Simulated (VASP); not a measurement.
**SrC2: single point with LDA**

The system is SrC2.

```xyz
3
Lattice="-1.9957 1.9957 3.3422 1.9957 -1.9957 3.3422 1.9957 1.9957 -3.3422" Properties=species:S:1:pos:R:3 pbc="T T T"
Sr    0.0000    0.0000    0.0000
C     0.0000    0.0000    2.7164
C     0.0000    0.0000    3.9681
```

| Quantity | Value |
| --- | --- |
| Program | VASP 6.6.1 |
| Task | single point |
| Functional | LDA |
| Potentials or basis | VASP PAW LDA potentials, release 64 (Sr_sv, C) |
| Cutoff | 520 eV |
| k mesh | 10 × 10 × 10 |
| Occupations | gaussian, width 0.01 eV |
| Spin | no spin polarisation |

```
Pressure               : 0.4 GPa
Largest force          : 0.095 eV/Å
Band gap on the k mesh : 1.25 eV (least direct gap 2.14 eV)
```

Forces on the atoms (eV/Å):
```
Sr   0.000  0.000  0.000
C    0.000  0.000 -0.095
C    0.000  0.000  0.095
```

Stress tensor (GPa, compression positive):
```
0.25 0.00 0.00
0.00 0.25 0.00
0.00 0.00 0.67
```

Levels at points of the mesh, in eV from the valence-band top:
```tsv
k point	band 5	band 6	band 7	band 8	band 9	band 10	band 11	band 12	band 13	band 14
(0.00, 0.00, 0.00)	-12.46	-2.39	-2.17	-0.91	-0.91	3.30	3.30	4.38	5.53	6.84
(0.50, 0.00, 0.00)	-11.71	-3.87	-2.32	-1.86	-0.36	4.78	5.87	6.55	7.16	7.37
(0.50, 0.50, 0.00)	-12.27	-2.65	-1.98	-1.23	-0.89	1.25	5.90	7.65	8.94	9.11
(0.50, 0.50, 0.50)	-12.29	-3.62	-1.29	-1.29	-0.04	3.09	6.23	6.87	6.87	7.51
```

Wall time 65 s on 1 thread of AMD EPYC 9R45 96-Core Processor (Zen 5), on a shared host, peak memory 0.2 GiB.

A k mesh can miss the band edges.
